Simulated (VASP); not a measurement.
# Al (P6_3/mmc) in VASP: a series of runs, part 2 of 2

VASP 6.6.1. The steps go on from the part before.

## (4) Single point, LDA

This run uses another cell than the first one, of 15.26 Å³/atom, 1.091 times its volume.

INCAR reads:

```
SYSTEM = Al
ALGO = Normal
EDIFF = 1E-6
ENCUT = 520
GGA = CA
ISIF = 2
ISMEAR = -1
LASPH = .True.
LCHARG = .False.
LREAL = .False.
LWAVE = .False.
NBANDS = 14
NELM = 100
PREC = Accurate
SIGMA = 0.15
```

KPOINTS reads:

```
k-points
0
Gamma
  9 9 3
  0 0 0
```

POSCAR reads:

```
Al
1.0
    2.7888685730      0.0000000000      0.0000000000
   -1.3944347797      2.4152315248      0.0000000000
    0.0000000000      0.0000000000      9.0618427405
Al
4
Direct
    0.0000000000      0.0000000000      0.0000000000
    0.3333333333      0.6666666667      0.2500000000
    0.0000000000      0.0000000000      0.5000000000
    0.6666666667      0.3333333333      0.7500000000
```

Potentials or basis: VASP PAW LDA potentials, release 64 (Al).

Started as:

```bash
$ cat potpaw_LDA.64/Al/POTCAR > POTCAR
$ mpirun -np 1 vasp_std > vasp.out
```

OUTCAR:

```text
SYSTEM = Al
   EDIFF = 1E-6
   ENCUT = 520
   GGA = CA
   ISIF = 2
   ISMEAR = -1
   LASPH = .True.
   LREAL = .False.
   NELM = 100
   PREC = Accurate

 ion  position               nearest neighbor table
   1  0.000  0.000  0.000-   4 2.78   2 2.78   4 2.78   2 2.78   4 2.78   2 2.78
   2  0.333  0.667  0.250-   1 2.78   3 2.78   1 2.78   3 2.78   1 2.78   3 2.78
   3  0.000  0.000  0.500-   4 2.78   2 2.78   4 2.78   2 2.78   4 2.78   2 2.78
   4  0.667  0.333  0.750-   1 2.78   3 2.78   1 2.78   3 2.78   1 2.78   3 2.78

  LATTYP: Found a hexagonal cell.
 ALAT       =     2.7888685730
 C/A-ratio  =     3.2492899910

  Lattice vectors:

 A1 = (   2.7888685730,   0.0000000000,   0.0000000000)
 A2 = (  -1.3944347797,   2.4152315248,   0.0000000000)
 A3 = (   0.0000000000,   0.0000000000,   9.0618427405)

Analysis of symmetry for initial positions (statically):
=====================================================================
 Subroutine PRICEL returns:
 Original cell was already a primitive cell.

 Routine SETGRP: Setting up the symmetry group for a
 hexagonal supercell.

 Subroutine GETGRP returns: Found 24 space group operations
 (whereof 12 operations were pure point group operations)
 out of a pool of 24 trial point group operations.

The static configuration has the point symmetry D_3d.
 The point group associated with its full space group is D_6h.

Analysis of symmetry for dynamics (positions and initial velocities):
=====================================================================
 Subroutine PRICEL returns:
 Original cell was already a primitive cell.

 Routine SETGRP: Setting up the symmetry group for a
 hexagonal supercell.

 Subroutine GETGRP returns: Found 24 space group operations
 (whereof 12 operations were pure point group operations)
 out of a pool of 24 trial point group operations.

The dynamic configuration has the point symmetry D_3d.
 The point group associated with its full space group is D_6h.

 Subroutine INISYM returns: Found 24 space group operations
 (whereof 12 operations are pure point group operations),
 and found     1 'primitive' translations

[... 133 lines left out ...]
   NGX = 11   NGY = 11   NGZ = 33

 number of electron      12.0000000 magnetization

 Free energy of the ion-electron system (eV)
  ---------------------------------------------------
  ext. energy  EPLUGINS =         0.00000000
  ---------------------------------------------------
  free energy    TOTEN  =       -16.73306087 eV

  energy without entropy =      -16.61782127  energy(sigma->0) =      -16.67544107

 E-fermi :   8.5621     XC(G=0): -10.6368

 val. band max:        8.4744390510   @ k =   0.3333   0.2222   0.3333
 cond. band min:       8.5753592897   @ k =   0.3333   0.1111   0.0000
 fundamental gap:      0.1009202387
 Fermi energy:         8.5620897273

 k-point     1 :       0.0000    0.0000    0.0000
  band No.  band energies     occupation
      1      -3.0240      2.00000
      2      -1.2425      2.00000
      3      -1.2343      2.00000
      4       3.7907      2.00000
      5       4.1890      2.00000
      6      12.3021      0.00000
      7      12.3185      0.00000
      8      19.7153      0.00000
      9      19.7153      0.00000
     10      19.8570      0.00000
     11      19.8570      0.00000
     12      20.8047      0.00000
     13      20.8118      0.00000
     14      20.9769      0.00000
[... 377 lines left out ...]
      1       5.2229      2.00000
      2       5.3458      2.00000
      3       5.3458      2.00000
      4       5.6963      2.00000
      5       5.8859      2.00000
      6       5.8859      2.00000
      7       8.0722      1.92649
      8       8.0722      1.92649
      9       8.4518      1.35197
     10       9.9280      0.00022
     11      10.2524      0.00003
     12      10.2524      0.00003
     13      14.3419      0.00000
     14      14.3419      0.00000

------------------------ aborting loop because EDIFF is reached ----------------------------------------

  FORCE on cell =-STRESS in cart. coord.  units (eV):
  Direction    XX          YY          ZZ          XY          YZ          ZX
  --------------------------------------------------------------------------------------
  -------------------------------------------------------------------------------------
  Total        1.0613814      1.0613819      1.9055798     -0.0000002     -0.0000000      0.0000000
  in kB       27.8598470     27.8598583     50.0189280     -0.0000057     -0.0000000      0.0000000
  external PRESSURE =      35.2462111 kB  Pullay stress =       0.0000000 kB

 VOLUME and BASIS-vectors are now :
 -----------------------------------------------------------------------------
  energy-cutoff  :      520.00
  volume of cell :       61.04
      direct lattice vectors                 reciprocal lattice vectors
     2.788868573  0.000000000  0.000000000     0.358568349  0.207019564  0.000000000
    -1.394434780  2.415231525  0.000000000     0.000000000  0.414038981  0.000000000
     0.000000000  0.000000000  9.061842740     0.000000000  0.000000000  0.110352831

 POSITION                                       TOTAL-FORCE (eV/Angst)
 -----------------------------------------------------------------------------------
      0.00000      0.00000      0.00000        -0.000000     -0.000000      0.000000
     -0.00000      1.61015      2.26546         0.000000      0.000000     -0.000000
      0.00000      0.00000      4.53092        -0.000000     -0.000000      0.000000
      1.39443      0.80508      6.79638        -0.000000     -0.000000      0.000000
 -----------------------------------------------------------------------------------
    total drift:                                0.000000      0.000000      0.000000

  FREE ENERGIE OF THE ION-ELECTRON SYSTEM (eV)
  ---------------------------------------------------
  free  energy   TOTEN  =       -16.7330608731 eV

  energy  without entropy=      -16.6178212685  energy(sigma->0) =      -16.67544107
```

OSZICAR:

```text
N       E                     dE             d eps       ncg     rms          rms(c)
DAV:   1     0.454347294407E+01    0.45435E+01   -0.41105E+03   672   0.654E+02
DAV:   2    -0.162218735967E+02   -0.20765E+02   -0.19252E+02   876   0.934E+01
DAV:   3    -0.168572832150E+02   -0.63541E+00   -0.63003E+00   908   0.129E+01
DAV:   4    -0.168603354844E+02   -0.30523E-02   -0.30521E-02   822   0.117E+00
DAV:   5    -0.168603574177E+02   -0.21933E-04   -0.21933E-04   918   0.977E-02    0.301E+00
DAV:   6    -0.167830752590E+02    0.77282E-01   -0.83064E-03   792   0.436E-01    0.169E+00
DAV:   7    -0.167339629413E+02    0.49112E-01   -0.17429E-02   816   0.618E-01    0.254E-01
DAV:   8    -0.167330648827E+02    0.89806E-03   -0.50339E-04   938   0.111E-01    0.169E-02
DAV:   9    -0.167330609244E+02    0.39583E-05   -0.11031E-05   860   0.172E-02    0.220E-03
DAV:  10    -0.167330608731E+02    0.51316E-07   -0.36289E-07   672   0.347E-03
   1 F= -.16733061E+02 E0= -.16675441E+02  d E =-.115240E+00
```

Run time: 16 s. Hardware: 1 thread of AMD EPYC 7R13 (Zen 3), shared host; peak memory 0.12 GiB.

Results:

| Property | Result |
| --- | --- |
| Free energy | -16.7331 eV |
| Pressure | 3.5 GPa |
| Band gap on the k mesh | zero (band 6 reaches 12.73 eV, above the bottom of band 7 at 7.23 eV) |

Levels at points of the mesh, in eV from the Fermi level:
```tsv
k point	band 3	band 4	band 5	band 6	band 7	band 8
(0.00, 0.00, 0.00)	-9.80	-4.77	-4.37	3.74	3.76	11.15
```

## (5) Single point, LDA

This run uses another cell than the first one, of 15.90 Å³/atom, 1.136 times its volume.

INCAR reads:

```
ALGO = Normal
EDIFF = 1E-6
ENCUT = 520
ISIF = 2
ISMEAR = -1
LASPH = True
LCHARG = False
LREAL = False
LWAVE = False
NBANDS = 14
NELM = 60
PREC = Accurate
SIGMA = 0.15
```

KPOINTS reads:

```
k-points
0
Gamma
  9 9 3
```

POSCAR reads:

```
Al
1.0
    2.8270770000      0.0000000000      0.0000000000
   -1.4135390000      2.4483210000      0.0000000000
    0.0000000000      0.0000000000      9.1859930000
Al
4
Direct
    0.0000000000      0.0000000000      0.0000000000
    0.3333333333      0.6666666667      0.2500000000
    0.0000000000      0.0000000000      0.5000000000
    0.6666666667      0.3333333333      0.7500000000
```

Potentials or basis: VASP PAW LDA potentials, release 64 (Al).

Started as:

```bash
$ cat potpaw_LDA.64/Al/POTCAR > POTCAR
$ mpirun -np 1 vasp_std > vasp.out
```

OUTCAR:

```text
EDIFF = 1E-6
   ENCUT = 520
   ISIF = 2
   ISMEAR = -1
   LASPH = True
   LREAL = False
   NELM = 60
   PREC = Accurate

 ion  position               nearest neighbor table
   1  0.000  0.000  0.000-   4 2.82   2 2.82   4 2.82   2 2.82   4 2.82   2 2.82
   2  0.333  0.667  0.250-   1 2.82   3 2.82   1 2.82   3 2.82   1 2.82   3 2.82
   3  0.000  0.000  0.500-   4 2.82   2 2.82   4 2.82   2 2.82   4 2.82   2 2.82
   4  0.667  0.333  0.750-   1 2.82   3 2.82   1 2.82   3 2.82   1 2.82   3 2.82

  LATTYP: Found a hexagonal cell.
 ALAT       =     2.8270770000
 C/A-ratio  =     3.2492899910
[... 605 lines left out ...]
  --------------------------------------------------------------------------------------
  -------------------------------------------------------------------------------------
  Total       -0.3498715     -0.3498717      0.4897954      0.0000001     -0.0000000      0.0000000
  in kB       -8.8163148     -8.8163184     12.3422160      0.0000018     -0.0000000      0.0000000
  external PRESSURE =      -1.7634724 kB  Pullay stress =       0.0000000 kB

 VOLUME and BASIS-vectors are now :
 -----------------------------------------------------------------------------
  energy-cutoff  :      520.00
  volume of cell :       63.58
      direct lattice vectors                 reciprocal lattice vectors
     2.827077000  0.000000000  0.000000000     0.353722237  0.204221659  0.000000000
    -1.413539000  2.448321000  0.000000000     0.000000000  0.408443174  0.000000000
     0.000000000  0.000000000  9.185993000     0.000000000  0.000000000  0.108861394

 POSITION                                       TOTAL-FORCE (eV/Angst)
 -----------------------------------------------------------------------------------
      0.00000      0.00000      0.00000         0.000000      0.000000      0.000000
     -0.00000      1.63221      2.29650         0.000000      0.000000     -0.000000
      0.00000      0.00000      4.59300         0.000000      0.000000      0.000000
      1.41354      0.81611      6.88949        -0.000000     -0.000000      0.000000
 -----------------------------------------------------------------------------------
    total drift:                               -0.000000      0.000000      0.000000

  FREE ENERGIE OF THE ION-ELECTRON SYSTEM (eV)
  ---------------------------------------------------
  free  energy   TOTEN  =       -16.7586473103 eV

  energy  without entropy=      -16.6384256462  energy(sigma->0) =      -16.69853648
```

OSZICAR:

```text
N       E                     dE             d eps       ncg     rms          rms(c)
DAV:   1     0.344373445901E+01    0.34437E+01   -0.41962E+03   672   0.662E+02
DAV:   2    -0.162921530988E+02   -0.19736E+02   -0.18393E+02   888   0.880E+01
DAV:   3    -0.168781624886E+02   -0.58601E+00   -0.58284E+00   910   0.122E+01
DAV:   4    -0.168813285332E+02   -0.31660E-02   -0.31656E-02   836   0.112E+00
DAV:   5    -0.168813500040E+02   -0.21471E-04   -0.21470E-04   882   0.965E-02    0.285E+00
DAV:   6    -0.168067647696E+02    0.74585E-01   -0.91740E-03   822   0.457E-01    0.160E+00
DAV:   7    -0.167594565280E+02    0.47308E-01   -0.19235E-02   804   0.648E-01    0.244E-01
DAV:   8    -0.167586496025E+02    0.80693E-03   -0.48656E-04   948   0.109E-01    0.180E-02
DAV:   9    -0.167586474167E+02    0.21858E-05   -0.60267E-06   890   0.136E-02    0.299E-03
DAV:  10    -0.167586473103E+02    0.10643E-06   -0.20497E-07   660   0.259E-03
   1 F= -.16758647E+02 E0= -.16698536E+02  d E =-.120222E+00
```

It took 15 s on 1 thread of AMD EPYC 7R13 (Zen 3), shared host; peak memory 0.13 GiB.

What came out:

```yaml
Free_energy: -16.7586 eV
Pressure: -0.2 GPa
Band_gap_on_the_k_mesh: zero (band 6 reaches 12.22 eV, above the bottom of band 7 at 6.81 eV)
```

## (6) Single point, LDA

This run uses another cell than the first one, of 17.17 Å³/atom, 1.227 times its volume.

INCAR reads:

```
SYSTEM = Al
ALGO     = Normal         ! electronic algorithm
EDIFF    = 1E-6           ! SCF threshold, eV
ENCUT    = 520            ! plane-wave cutoff, eV
ISIF     = 2              ! what is computed and relaxed
ISMEAR   = -1             ! smearing method
LASPH    = .TRUE.         ! aspherical terms in the spheres
LCHARG   = .FALSE.        ! write CHGCAR
LREAL    = .FALSE.        ! projectors in reciprocal space
LWAVE    = .FALSE.        ! write WAVECAR
NBANDS   = 14             ! bands
NELM     = 60             ! most SCF steps
PREC     = Accurate       ! precision mode
SIGMA    = 0.15           ! smearing width, eV
```

KPOINTS reads:

```
k-points
0
G
  9 9 3
  0 0 0
```

POSCAR reads:

```
Al
1.0
    2.9005402016      0.0000000000      0.0000000000
   -1.4502706138      2.5119420118      0.0000000000
    0.0000000000      0.0000000000      9.4246962458
Al
4
Direct
    0.0000000000      0.0000000000      0.0000000000
    0.3333333333      0.6666666667      0.2500000000
    0.0000000000      0.0000000000      0.5000000000
    0.6666666667      0.3333333333      0.7500000000
```

Potentials or basis: VASP PAW LDA potentials, release 64 (Al).

Started as:

```bash
$ cat potpaw_LDA.64/Al/POTCAR > POTCAR
$ mpirun -np 1 vasp_std > vasp.out
```

Wall time 13 s (1 thread of AMD EPYC 7R13 (Zen 3), shared host); peak memory 0.13 GiB.

Results (log left out):

| Item | Value |
| --- | --- |
| Free energy | -16.6629 eV |
| Pressure | -5.5 GPa |
| Band gap on the k mesh | zero (band 6 reaches 11.29 eV, above the bottom of band 7 at 6.05 eV) |

Stress tensor (GPa, compression positive):
```
-6.07  0.00  0.00
 0.00 -6.07  0.00
 0.00  0.00 -4.25
```

Levels at points of the mesh, in eV from the Fermi level:
| k point | band 3 | band 4 | band 5 | band 6 | band 7 | band 8 |
| --- | --- | --- | --- | --- | --- | --- |
| (0.00, 0.00, 0.00) | -9.13 | -4.31 | -4.23 | 3.48 | 3.49 | 10.20 |

## (7) Single point, LDA

This run uses another cell than the first one, of 17.80 Å³/atom, 1.273 times its volume.

INCAR reads:

```
SYSTEM = Al
PREC     = Accurate       ! precision mode
ENCUT    = 520            ! plane-wave cutoff, eV
EDIFF    = 1E-6           ! SCF threshold, eV
ISMEAR   = -1             ! smearing method
SIGMA    = 0.15           ! smearing width, eV
LREAL    = .False.        ! projectors in reciprocal space
LASPH    = .True.         ! aspherical terms in the spheres
NELM     = 60             ! most SCF steps
ALGO     = Normal         ! electronic algorithm
ISIF     = 2              ! what is computed and relaxed
LWAVE    = .False.        ! write WAVECAR
LCHARG   = .False.        ! write CHGCAR
GGA      = CA             ! functional
NBANDS   = 14             ! bands
```

KPOINTS reads:

```
regular mesh
0
Gamma
  9 9 3
  0 0 0
```

POSCAR reads:

```
Al
1.0
    2.9359161296      0.0000000000      0.0000000000
   -1.4679585840      2.5425784704      0.0000000000
    0.0000000000      0.0000000000      9.5396428944
Al
4
Direct
    0.0000000000      0.0000000000      0.0000000000
    0.3333333333      0.6666666667      0.2500000000
    0.0000000000      0.0000000000      0.5000000000
    0.6666666667      0.3333333333      0.7500000000
```

Started as:

```bash
$ cat potpaw_LDA.64/Al/POTCAR > POTCAR
$ mpirun -np 1 vasp_std > vasp.out
```

Run time: 13 s. Hardware: 1 thread of AMD EPYC 7R13 (Zen 3), shared host; peak memory 0.13 GiB.

Results (log left out):

```
Free energy            : -16.5611 eV
Pressure               : -7.3 GPa
Band gap on the k mesh : zero (band 6 reaches 10.86 eV, above the bottom of band 7 at 5.71 eV)
```

Stress tensor (GPa, compression positive):
```
-7.85  0.00  0.00
 0.00 -7.85  0.00
 0.00  0.00 -6.21
```

Levels at points of the mesh, in eV from the Fermi level:
| k point | band 2 | band 3 | band 4 | band 5 | band 6 | band 7 | band 8 | band 9 |
| --- | --- | --- | --- | --- | --- | --- | --- | --- |
| (0.00, 0.00, 0.00) | -8.93 | -8.92 | -4.19 | -4.17 | 3.40 | 3.42 | 9.91 | 9.91 |

## (8) Summary

| cell | gap on the mesh (eV) | pressure (GPa) |
| --- | --- | --- |
| a = 2.709, b = 2.709, c = 8.803 Å, angles 90.0, 90.0, 120.0°, 4 atoms | none | 13.9 |
| a = 2.750, b = 2.750, c = 8.934 Å, angles 90.0, 90.0, 120.0°, 4 atoms | none | 8.2 |
| a = 2.789, b = 2.789, c = 9.062 Å, angles 90.0, 90.0, 120.0°, 4 atoms | none | 3.5 |
| a = 2.827, b = 2.827, c = 9.186 Å, angles 90.0, 90.0, 120.0°, 4 atoms | none | -0.2 |
| a = 2.901, b = 2.901, c = 9.425 Å, angles 90.0, 90.0, 120.0°, 4 atoms | none | -5.5 |
| a = 2.936, b = 2.936, c = 9.540 Å, angles 90.0, 90.0, 120.0°, 4 atoms | none | -7.3 |

Alike in all rows: task single point; level LDA; potentials or basis VASP PAW LDA potentials, release 64 (Al); no spin polarisation; k mesh 9 × 9 × 3; cutoff (eV) 520; smearing fermi-dirac 0.15 eV.

Total energies depend on the potentials used, so only differences within one code and one set of settings carry meaning.
